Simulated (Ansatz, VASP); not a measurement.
# One calculation of HfO2, two programs

File POSCAR:

```
HfO2
1.0
    0.0000000000      2.4785986729      2.5486393278
    2.4785986729      0.0000000000      2.5486393278
    2.4785986729      2.4785986729      0.0000000000
Hf O
1 2
Direct
    0.0000000000      0.0000000000      0.0000000000
    0.2500000000      0.2500000000      0.2500000000
    0.7500000000      0.7500000000      0.7500000000
```

File INCAR.step1:

```
ALGO = Normal ; EDIFF = 1E-4
ENCUT = 520 ; GGA = PE
GGA_COMPAT = F ; ISMEAR = 0
LASPH = T ; LCHARG = F
LMAXMIX = 4 ; LREAL = F
LSORBIT = T ; LWAVE = T
MAGMOM = 0 0 0 0 0 0 0 0 0 ; NBANDS = 35
NELM = 150 ; PREC = Accurate
SIGMA = 0.01
```

INCAR.step2

```
ALGO = Normal ; EDIFF = 1E-6
ENCUT = 520 ; GGA_COMPAT = F
ISIF = 2 ; ISMEAR = 0
ISTART = 1 ; LASPH = T
LCHARG = T ; LMAXMIX = 4
LMIXTAU = T ; LORBIT = 11
LORBMOM = T ; LREAL = F
LSORBIT = T ; LVHAR = T
LWAVE = F ; MAGMOM = 0 0 0 0 0 0 0 0 0
METAGGA = R2SCAN ; NBANDS = 35
NELM = 150 ; PREC = Accurate
SIGMA = 0.01
```

The input KPOINTS:

```
k-points
0
Gamma
  8 8 8
```

Input for Ansatz:

```yaml
crystal:
  lattice:
    - [0.0, 2.4785986729, 2.5486393278]
    - [2.4785986729, 0.0, 2.5486393278]
    - [2.4785986729, 2.4785986729, 0.0]
  atoms:
    - { symbol: Hf, position: [0.0, 0.0, 0.0] }
    - { symbol: O, position: [0.25, 0.25, 0.25] }
    - { symbol: O, position: [0.75, 0.75, 0.75] }
kpoints:
  mp_grid: { grid: [8, 8, 8] }
  band_path:
    path:
      - [0.0, 0.0, 0.0]
      - [0.5, 0.0, 0.5]
      - [0.625, 0.25, 0.625]
      - [0.375, 0.375, 0.75]
      - [0.5, 0.5, 0.5]
      - [0.5, 0.25, 0.75]
      - [0.0, 0.5, 0.5]
    npoints: 1
hamiltonian:
  xc: r2scan
scf:
  occupations: { method: fixed }
  n_extra_bands: 8
magnetization:
  noncollinear: true
  spin_orbit: true
output:
  forces: true
  stress: true
  eigenvalues: true
```

Change from the starting cell: epitaxial_xy strain -2.0%.

Alike in both runs: task single point; functional r2SCAN; k mesh 8 × 8 × 8; non-collinear spin, spin-orbit coupling.

```csv
,VASP,Ansatz
version,VASP 6.6.1,Ansatz 0.2.0
potentials or method,"VASP PAW PBE potentials, release 64 (Hf_pv, O)","plane waves, PAW"
plane-wave cutoff (eV),520,500
occupations,"gaussian, width 0.01 eV",fixed
valence electrons in the cell,22,38
```

VASP gave:

```
pressure (GPa)                                                : 5.5
traceless stress, the component that is largest in VASP (GPa) : -9.71
net moment per atom (μB)                                      : 0.00
```

Estimate Ansatz's values.

pressure (GPa): 9.3; traceless stress, the component that is largest in VASP (GPa): -9.56; net moment per atom (μB): 0.00.

VASP's potentials were made for PBE, not for r2SCAN. VASP's potentials hold 22 valence electrons a cell and Ansatz's 38, so a difference there can come from the potentials and not from the codes.
